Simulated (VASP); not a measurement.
A run of VASP 6.6.1 is set up as follows.

File INCAR:

```
  ALGO = Normal
  DIPOL = 0.5 0.5 0.388
  EDIFF = 1E-7
  EDIFFG = -0.025
  ENCUT = 520
  GGA = PE
  IBRION = 2
  IDIPOL = 3
  ISIF = 2
  ISMEAR = 0
  LASPH = True
  LCHARG = False
  LDIPOL = True
  LREAL = False
  LWAVE = False
  NELM = 80
  NSW = 36
  PREC = Accurate
  SIGMA = 0.1
```

File KPOINTS:

```
k-points
0
Gamma
  9 9 1
```

POSCAR

```
Ti5O
1.0
    2.9381632086      0.0000000000      0.0000000000
   -1.4690816043      2.5445239791      0.0000000000
    0.0000000000      0.0000000000     24.7117068140
Ti O
5 1
Selective dynamics
Direct
    0.6666666667      0.3333333333      0.1618666015  F F F
    0.3333333333      0.6666666667      0.2559609806  F F F
    0.6666666667      0.3333333333      0.3506708119  F F F
    0.3333333333      0.6666666667      0.4475655916  F F F
    0.6666666667      0.3333333333      0.5346335206  F F F
    1.0000000000      1.0000000000      0.5751001710  F F T
```

Potentials or basis: VASP PAW PBE potentials, release 64 (Ti_sv, O).

Launch:

```sh
$ cat potpaw_PBE.64/Ti_sv/POTCAR potpaw_PBE.64/O/POTCAR > POTCAR
$ mpirun -np 1 vasp_std > vasp.out
```

(1) Estimate the band gap on the k mesh.

(2) Predict the energy gained by relaxing.

## Answers

(1) zero (bands 33 and 34 overlap by 1.00 eV).

(2) 9.1 meV/atom.
